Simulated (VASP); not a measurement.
# Fe2C3 (P-3m1) in VASP: further runs

Runs on Fe2C3. Level: PBE. Tasks: single point, relaxation of cell and atoms.

Program: VASP 6.6.1. These are calculated values, not measurements. Logs are shortened: lines on timing, memory, paths and dates and some standing lists are left out, and cuts for length are marked.

## (1) The cell of the first run

It takes space group P-3m1 (No. 164, trigonal). The conventional cell has a = 2.615 Å, b = 2.615 Å, c = 6.690 Å, α = 90.00°, β = 90.00°, γ = 120.00°. Within 2.5 Å of Fe (site symmetry 3m) lie 4 C at 1.89 to 2.08 Å. Within 2.5 Å of C (site symmetry -3m) lie 6 Fe at 1.89 Å. Within 2.0 Å of C (site symmetry 3m) lie 3 C at 1.53 Å.

## (2) Single point, PBE, collinear spin, ferromagnetic start

INCAR

```
PREC     = Accurate       # precision mode
ENCUT    = 600            # plane-wave cutoff, eV
EDIFF    = 1E-6           # SCF threshold, eV
ISMEAR   = 0              # smearing method
SIGMA    = 0.1            # smearing width, eV
LREAL    = False          # projectors in reciprocal space
LASPH    = True           # aspherical terms in the spheres
NELM     = 200            # most SCF steps
ALGO     = Normal         # electronic algorithm
ISIF     = 2              # what is computed and relaxed
LWAVE    = False          # write WAVECAR
LCHARG   = True           # write CHGCAR
ISPIN    = 2              # spin polarisation
MAGMOM   = 0.29 0.29 0 0 0 # initial moments
LORBIT   = 11             # projections on sites
LMAXMIX  = 4              # l up to which the mixer works
GGA      = PE             # functional
LELF     = True           # ELF
LVHAR    = True         
NBANDS   = 26             # bands
GGA_COMPAT= False
```

KPOINTS

```
regular mesh
0
Gamma
  6 6 4
```

POSCAR

```
Fe2C3
1.0
    2.6146615077      0.0000000000      0.0000000000
   -1.3073307539      2.2643632880      0.0000000000
    0.0000000000      0.0000000000      6.6896041715
Fe C
2 3
Direct
    0.3333333333      0.6666666667      0.1695557151
    0.6666666667      0.3333333333      0.8304442849
    0.0000000000      0.0000000000      0.0000000000
    0.3333333333      0.6666666667      0.4805606588
    0.6666666667      0.3333333333      0.5194393412
```

Potentials or basis: VASP PAW PBE potentials, release 64 (Fe, C).

Command:

```
$ cat potpaw_PBE.64/Fe/POTCAR potpaw_PBE.64/C/POTCAR > POTCAR
$ mpirun -np 1 vasp_std > vasp.out
```

OUTCAR:

```text
PREC = Accurate
   ENCUT = 600
   EDIFF = 1E-6
   ISMEAR = 0
   LREAL = False
   LASPH = True
   NELM = 200
   ISIF = 2
   ISPIN = 2
   LORBIT = 11
   GGA = PE

 ion  position               nearest neighbor table
   1  0.333  0.667  0.170-   3 1.89   3 1.89   3 1.89   4 2.08   2 2.72   2 2.72   2 2.72
   2  0.667  0.333  0.830-   3 1.89   3 1.89   3 1.89   5 2.08   1 2.72   1 2.72   1 2.72
   3  0.000  0.000  0.000-   1 1.89   2 1.89   2 1.89   1 1.89   2 1.89   1 1.89
   4  0.333  0.667  0.481-   5 1.53   5 1.53   5 1.53   1 2.08
   5  0.667  0.333  0.519-   4 1.53   4 1.53   4 1.53   2 2.08

  LATTYP: Found a hexagonal cell.
 ALAT       =     2.6146615077
 C/A-ratio  =     2.5584972096

  Lattice vectors:

 A1 = (   2.6146615077,   0.0000000000,   0.0000000000)
 A2 = (  -1.3073307539,   2.2643632880,   0.0000000000)
 A3 = (   0.0000000000,   0.0000000000,   6.6896041715)

Analysis of symmetry for initial positions (statically):
=====================================================================
 Subroutine PRICEL returns:
 Original cell was already a primitive cell.

 Routine SETGRP: Setting up the symmetry group for a
 hexagonal supercell.

 Subroutine GETGRP returns: Found 12 space group operations
 (whereof 12 operations were pure point group operations)
 out of a pool of 24 trial point group operations.

The static configuration has the point symmetry D_3d.

Analysis of symmetry for dynamics (positions and initial velocities):
=====================================================================
 Subroutine PRICEL returns:
 Original cell was already a primitive cell.

 Routine SETGRP: Setting up the symmetry group for a
 hexagonal supercell.

 Subroutine GETGRP returns: Found 12 space group operations
 (whereof 12 operations were pure point group operations)
 out of a pool of 24 trial point group operations.

The dynamic configuration has the point symmetry D_3d.

Analysis of structural, dynamic, and magnetic symmetry:
=====================================================================
 Subroutine PRICEL returns:
 Original cell was already a primitive cell.

 Routine SETGRP: Setting up the symmetry group for a
 hexagonal supercell.

 Subroutine GETGRP returns: Found 12 space group operations
 (whereof 12 operations were pure point group operations)
 out of a pool of 24 trial point group operations.

The overall configuration has the point symmetry D_3d.

 Subroutine INISYM returns: Found 12 space group operations
[... 132 lines left out ...]
   LRPA    =     F    only Hartree local field effects (RPA)
 spin polarized calculation
 Gauss-broadening in eV      SIGMA  =   0.10
  energy-cutoff  :      600.00
  volume of cell :       39.61
 maximum number of plane-waves:      1332
 NGX is ok and might be reduce to    24
   NGX = 11   NGY = 11   NGZ = 27

 number of electron      28.0000001 magnetization       0.3166636

 Free energy of the ion-electron system (eV)
  ---------------------------------------------------
  ext. energy  EPLUGINS =         0.00000000
  ---------------------------------------------------
  free energy    TOTEN  =       -41.84608987 eV

  energy without entropy =      -41.83051385  energy(sigma->0) =      -41.83830186

 E-fermi :   7.8761     XC(G=0): -13.1802

 val. band max:        7.8574009057   @ k =   0.1667   0.1667   0.0000
 cond. band min:       7.8852168740   @ k =   0.0000   0.0000   0.2500
 fundamental gap:      0.0278159683
 Fermi energy:         7.8760622370

 spin component 1

 k-point     1 :       0.0000    0.0000    0.0000
  band No.  band energies     occupation
      1     -11.1650      1.00000
      2      -6.7678      1.00000
      3      -1.5775      1.00000
      4       1.0128      1.00000
      5       4.2111      1.00000
      6       4.2111      1.00000
[... 685 lines left out ...]
     25      19.7589      0.00000
     26      23.4637      0.00000
 Fermi energy:         7.8760622370

 spin component 2

 k-point     1 :       0.0000    0.0000    0.0000
  band No.  band energies     occupation
      1     -11.1751      1.00000
      2      -6.7775      1.00000
      3      -1.5886      1.00000
      4       1.0377      1.00000
      5       4.2769      1.00000
      6       4.2769      1.00000
[... 685 lines left out ...]
     25      19.7763      0.00000
     26      23.4971      0.00000

------------------------ aborting loop because EDIFF is reached ----------------------------------------

  FORCE on cell =-STRESS in cart. coord.  units (eV):
  Direction    XX          YY          ZZ          XY          YZ          ZX
  --------------------------------------------------------------------------------------
  -------------------------------------------------------------------------------------
  Total        0.3053715      0.3053715      0.4559049     -0.0000000      0.0000000      0.0000000
  in kB       12.3531305     12.3531305     18.4426315     -0.0000000      0.0000000      0.0000000
  external PRESSURE =      14.3829641 kB  Pullay stress =       0.0000000 kB

 VOLUME and BASIS-vectors are now :
 -----------------------------------------------------------------------------
  energy-cutoff  :      600.00
  volume of cell :       39.61
      direct lattice vectors                 reciprocal lattice vectors
     2.614661508  0.000000000  0.000000000     0.382458684  0.220812624  0.000000000
    -1.307330754  2.264363288  0.000000000     0.000000000  0.441625249  0.000000000
     0.000000000  0.000000000  6.689604172     0.000000000  0.000000000  0.149485676

 POSITION                                       TOTAL-FORCE (eV/Angst)
 -----------------------------------------------------------------------------------
     -0.00000      1.50958      1.13426         0.000000     -0.000000      0.176820
      1.30733      0.75479      5.55534         0.000000     -0.000000     -0.176820
      0.00000      0.00000      0.00000         0.000000      0.000000      0.000000
     -0.00000      1.50958      3.21476        -0.000000      0.000000      0.069758
      1.30733      0.75479      3.47484        -0.000000      0.000000     -0.069758
 -----------------------------------------------------------------------------------
    total drift:                                0.000000     -0.000000      0.000000

  FREE ENERGIE OF THE ION-ELECTRON SYSTEM (eV)
  ---------------------------------------------------
  free  energy   TOTEN  =       -41.8460898702 eV

  energy  without entropy=      -41.8305138481  energy(sigma->0) =      -41.83830186

 total charge

# of ion       s       p       d       tot
------------------------------------------
    1        0.481   0.679   6.619   7.779
    2        0.481   0.679   6.619   7.779
    3        0.900   1.574   0.000   2.474
    4        0.830   1.631   0.000   2.460
    5        0.830   1.631   0.000   2.460
--------------------------------------------------
tot          3.521   6.193  13.238  22.953

 magnetization (x)

# of ion       s       p       d       tot
------------------------------------------
    1       -0.000  -0.003   0.177   0.174
    2       -0.000  -0.003   0.177   0.174
    3       -0.002  -0.010   0.000  -0.012
    4       -0.000  -0.004   0.000  -0.005
    5       -0.000  -0.004   0.000  -0.005
--------------------------------------------------
tot         -0.003  -0.025   0.355   0.326
```

OSZICAR:

```text
N       E                     dE             d eps       ncg     rms          rms(c)
DAV:   1     0.207630970640E+03    0.20763E+03   -0.13707E+04  2504   0.143E+03
DAV:   2    -0.269946412149E+02   -0.23463E+03   -0.21162E+03  2556   0.311E+02
DAV:   3    -0.486796664799E+02   -0.21685E+02   -0.20169E+02  3106   0.103E+02
DAV:   4    -0.494847272007E+02   -0.80506E+00   -0.79695E+00  3076   0.200E+01
DAV:   5    -0.495055395448E+02   -0.20812E-01   -0.20784E-01  3046   0.328E+00    0.321E+01
DAV:   6    -0.543823112157E+02   -0.48768E+01   -0.11021E+02  3668   0.124E+02    0.343E+01
DAV:   7    -0.418808826352E+02    0.12501E+02   -0.71276E+01  3260   0.109E+02    0.619E+00
DAV:   8    -0.419077035134E+02   -0.26821E-01   -0.30980E+00  3090   0.971E+00    0.313E+00
DAV:   9    -0.418484454193E+02    0.59258E-01   -0.17186E-01  3566   0.445E+00    0.111E+00
DAV:  10    -0.418462502929E+02    0.21951E-02   -0.21132E-02  3590   0.110E+00    0.468E-01
DAV:  11    -0.418460230158E+02    0.22728E-03   -0.23135E-03  3680   0.511E-01    0.150E-01
DAV:  12    -0.418460933866E+02   -0.70371E-04   -0.49803E-04  3632   0.155E-01    0.620E-02
DAV:  13    -0.418460888617E+02    0.45248E-05   -0.10218E-04  3626   0.996E-02    0.201E-02
DAV:  14    -0.418460898431E+02   -0.98135E-06   -0.19504E-05  3524   0.331E-02    0.890E-03
DAV:  15    -0.418460898702E+02   -0.27127E-07   -0.23268E-06  2422   0.129E-02
   1 F= -.41846090E+02 E0= -.41838302E+02  d E =-.155760E-01  mag=     0.3168
```

stdout:

```text
POSCAR found type information on POSCAR FeC
 POSCAR found :  2 types and       5 ions
 scaLAPACK will be used
 LDA part: xc-table for (Slater+PW92), standard interpolation
 POSCAR, INCAR and KPOINTS ok, starting setup
 FFT: planning ... GRIDC
 FFT: planning ... GRID_SOFT
 FFT: planning ... GRID
 WAVECAR not read
 entering main loop
```

Run time: 43 s. Hardware: 1 thread of Intel Xeon Platinum 8488C (Sapphire Rapids), shared host; peak memory 0.22 GiB.

Results:

```
Free energy                                           : -41.8461 eV
Pressure                                              : 1.4 GPa
Largest force                                         : 0.177 eV/Å
Net moment                                            : 0.32 μB per cell
Site moments                                          : Fe +0.17; C -0.01 μB
Valence electrons inside the program's atomic spheres : Fe 7.78; C 2.47, 2.46
```

Forces on the atoms (eV/Å):
```
Fe   0.000  0.000  0.177
Fe   0.000  0.000 -0.177
C    0.000  0.000  0.000
C    0.000  0.000  0.070
C    0.000  0.000 -0.070
```

Stress tensor (GPa, compression positive):
```
1.24 0.00 0.00
0.00 1.24 0.00
0.00 0.00 1.84
```

Levels at points of the mesh, in eV from the Fermi level:
Spin up:
| k point | band 13 | band 14 | band 15 | band 16 | band 17 | band 18 |
| --- | --- | --- | --- | --- | --- | --- |
| (0.00, 0.00, 0.00) | -0.73 | -0.52 | -0.52 | 0.77 | 1.43 | 5.29 |
| (0.50, 0.00, 0.00) | -0.55 | 0.20 | 0.34 | 1.32 | 1.33 | 2.39 |
| (0.00, 0.00, 0.50) | -0.90 | -0.44 | -0.41 | -0.41 | 3.75 | 5.35 |
| (0.50, 0.00, 0.50) | -0.04 | 0.07 | 0.19 | 0.35 | 1.74 | 2.06 |
Spin down:
```tsv
k point	band 10	band 11	band 12	band 13	band 14	band 15	band 16	band 17	band 18	band 19
(0.00, 0.00, 0.00)	-1.49	-1.49	-0.59	-0.59	-0.27	-0.27	0.79	1.52	5.31	5.31
(0.50, 0.00, 0.00)	-2.49	-0.92	-0.56	-0.39	0.44	0.58	1.42	1.45	2.47	4.19
(0.00, 0.00, 0.50)	-1.50	-1.50	-0.76	-0.76	-0.35	-0.17	-0.17	3.76	5.38	5.38
(0.50, 0.00, 0.50)	-2.85	-0.27	-0.23	0.05	0.15	0.43	0.59	1.86	2.16	4.01
```

Caveat: the k points lie up to 0.46 Å⁻¹ apart.

## (3) Relaxation of cell and atoms, PBE, collinear spin, ferromagnetic start

This run uses another cell than the first one, of 8.70 Å³/atom, 1.098 times its volume.

INCAR

```
SYSTEM = Fe2C3
PREC = Accurate
ENCUT = 600
EDIFF = 1E-7
ISMEAR = 0
SIGMA = 0.1
LREAL = .False.
LASPH = .True.
NELM = 200
ALGO = Normal
ISIF = 3
LWAVE = .False.
LCHARG = .False.
ISPIN = 2
MAGMOM = 0.29 0.29 0 0 0
LORBIT = 11
LMAXMIX = 4
GGA = PE
IBRION = 2
NSW = 90
EDIFFG = -0.04
GGA_COMPAT = .False.
NELMIN = 4
```

KPOINTS

```
Automatic mesh
0
Gamma
  6 6 4
  0 0 0
```

POSCAR

```
Fe2C3
1.0
    3.1840115546      0.0000000000      0.0000000000
   -1.5920057773      2.7574348923      0.0000000000
    0.0000000000      0.0000000000      4.9538047792
Fe C
2 3
Direct
    0.3333333333      0.6666666667      0.2450000000
    0.6666666667      0.3333333333      0.7550000000
    0.0000000000      0.0000000000      0.0000000000
    0.3333333333      0.6666666667      0.6450000000
    0.6666666667      0.3333333333      0.3550000000
```

Potentials or basis: VASP PAW PBE potentials, release 64 (Fe, C).

Command:

```
$ cat potpaw_PBE.64/Fe/POTCAR potpaw_PBE.64/C/POTCAR > POTCAR
$ mpirun -np 1 vasp_std > vasp.out
```

Wall time 13 min (1 thread of Intel Xeon Platinum 8488C (Sapphire Rapids), shared host); peak memory 0.23 GiB.

It converged, with:

```
Free energy                                           : -41.8197 eV
Relaxed volume                                        : 7.91 Å³/atom
Relaxed cell                                          : a = 2.619 Å, b = 2.619 Å, c = 6.657 Å, α = 90.00°, β = 90.00°, γ = 120.00°
Space group after relaxing (to 0.05 Å)                : P-3m1 (No. 164)
Energy gained by relaxing                             : 860.3 meV/atom
Ionic steps                                           : 30
Pressure after relaxing                               : 0.0 GPa
Largest force after relaxing                          : 0.020 eV/Å
Band gap on the k mesh                                : zero (filled and empty bands overlap)
Net moment                                            : 0.00 μB per cell
Valence electrons inside the program's atomic spheres : Fe 7.77; C 2.47, 2.46
```

Forces in eV/Å, atoms in the order of the input:
```
Fe   0.000  0.000  0.002
Fe   0.000  0.000 -0.002
C    0.000  0.000  0.000
C    0.000  0.000 -0.020
C    0.000  0.000  0.020
```

Step by step:
```csv
step,energy change (eV),largest force (eV/Å),pressure (GPa),volume (Å³)
1,0.0000,0.9925,-13.57,43.49
2,-0.1036,1.3426,18.68,39.01
3,-0.1789,1.0138,4.30,40.67
4,-0.3899,1.1977,4.03,40.37
5,-1.1296,2.0695,0.15,39.34
6,-2.6595,5.2169,11.83,36.68
7,9.2034,14.2751,222.63,29.51
8,-2.1980,7.5520,34.03,36.02
9,-2.2068,7.5471,34.22,36.02
10,-2.2326,7.5324,34.79,36.00
11,-2.2800,7.5002,35.98,35.96
12,-2.3510,7.3852,38.62,35.87
13,-2.3912,7.0863,44.12,35.66
14,-2.4854,6.8434,42.58,35.74
15,-2.7480,6.1457,38.21,35.95
16,-3.1902,4.8964,30.36,36.39
17,-3.7970,2.9568,17.74,37.28
18,-4.2617,0.7285,1.79,39.07
19,-4.2751,0.5062,0.13,39.36
20,-4.2781,0.3724,-0.87,39.55
21,-4.2781,0.3197,-1.28,39.63
22,-4.2812,0.2831,-1.00,39.60
23,-4.2891,0.1713,-0.15,39.53
24,-4.2974,0.0604,1.55,39.38
25,-4.2979,0.1361,2.10,39.34
26,-4.3004,0.0802,0.85,39.47
27,-4.3012,0.0567,-0.36,39.59
28,-4.3012,0.0570,-0.28,39.59
29,-4.3013,0.0425,-0.17,39.57
30,-4.3014,0.0204,0.00,39.54
```

Final structure:
```
CELL_PARAMETERS angstrom
2.61876 0.00000 0.00000
-1.30938 2.26792 0.00000
0.00000 0.00000 6.65749
ATOMIC_POSITIONS crystal
Fe 0.33333 0.66667 0.17083
Fe 0.66667 0.33333 0.82917
C 0.00000 0.00000 0.00000
C 0.33333 0.66667 0.48213
C 0.66667 0.33333 0.51787
```

Levels at points of the mesh, in eV from the Fermi level:
Spin up:
```csv
k point,band 12,band 13,band 14,band 15,band 16,band 17
"(0.00, 0.00, 0.00)",-0.63,-0.63,-0.38,-0.38,0.95,1.48
"(0.50, 0.00, 0.00)",-0.59,-0.46,0.35,0.49,1.40,1.42
"(0.00, 0.00, 0.50)",-0.81,-0.81,-0.31,-0.27,-0.27,3.86
"(0.50, 0.00, 0.50)",-0.28,0.05,0.11,0.34,0.49,1.82
```
Spin down:
| k point | band 12 | band 13 | band 14 | band 15 | band 16 | band 17 |
| --- | --- | --- | --- | --- | --- | --- |
| (0.00, 0.00, 0.00) | -0.63 | -0.63 | -0.38 | -0.38 | 0.95 | 1.48 |
| (0.50, 0.00, 0.00) | -0.59 | -0.46 | 0.35 | 0.49 | 1.40 | 1.42 |
| (0.00, 0.00, 0.50) | -0.81 | -0.81 | -0.31 | -0.27 | -0.27 | 3.86 |
| (0.50, 0.00, 0.50) | -0.28 | 0.05 | 0.11 | 0.34 | 0.49 | 1.82 |

Caveat: the k points lie up to 0.46 Å⁻¹ apart in the final cell.
